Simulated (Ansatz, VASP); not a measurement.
## One calculation of Sb, two programs

Contents of INCAR:

```
PREC = Accurate ; ENCUT = 520
EDIFF = 1E-6 ; ISMEAR = -1
SIGMA = 0.05 ; LREAL = False
LASPH = True ; NELM = 80
ALGO = Normal ; ISIF = 2
LWAVE = False ; LCHARG = True
GGA = PE ; LELF = True
LVHAR = True ; NBANDS = 18
```

KPOINTS

```
regular mesh
0
Gamma
  8 8 1
```

File POSCAR:

```
Sb
1.0
    3.1600000000      0.0000000000      0.0000000000
    0.0000000000      3.1600000000      0.0000000000
    0.0000000000      0.0000000000     24.4800000000
Sb
4
Direct
    0.0000000000      0.0000000000      0.3063725490
    0.0000000000      0.0000000000      0.4354575163
    0.0000000000      0.0000000000      0.5645424837
    0.0000000000      0.0000000000      0.6936274510
```

Contents of input.yaml:

```yaml
crystal:
  lattice:
    - [3.16, 0.0, 0.0]
    - [0.0, 3.16, 0.0]
    - [0.0, 0.0, 24.48]
  atoms:
    - { symbol: Sb, position: [0.0, 0.0, 0.306372549] }
    - { symbol: Sb, position: [0.0, 0.0, 0.4354575163] }
    - { symbol: Sb, position: [0.0, 0.0, 0.5645424837] }
    - { symbol: Sb, position: [0.0, 0.0, 0.693627451] }
kpoints:
  mp_grid: { grid: [8, 8, 1] }
scf:
  occupations: { method: fermi_dirac, width: 0.05 }
hamiltonian:
  xc: pbe
  pseudopotentials: { kind: all_electron, lapw: { basis_error: 0.001 } }
output:
  forces: true
  stress: true
  eigenvalues: true
  populations: true
```

Alike in both runs: task single point; functional PBE; k mesh 8 × 8 × 1; occupations fermi-dirac, width 0.05 eV; no spin polarisation.

|  | VASP | Ansatz |
| --- | --- | --- |
| version | VASP 6.6.1 | Ansatz 0.2.0 |
| potentials or method | VASP PAW PBE potentials, release 64 (Sb), cutoff 520 eV | all-electron LAPW, scalar-relativistic |

|  | VASP | Ansatz | Ansatz less VASP |
| --- | --- | --- | --- |
| gap on the k mesh at the Fermi level (eV) | none | none | - |
| rms of the force components (eV/Å) | 0.295 | 0.295 | +0.0006 |

Atom by atom the forces differ by 0.001 eV/Å (rms over components). A gap of «none» marks a metal or a gap that the smearing closes. Ansatz ran all-electron here, and VASP with PAW potentials.

Spin-orbit coupling is off throughout.
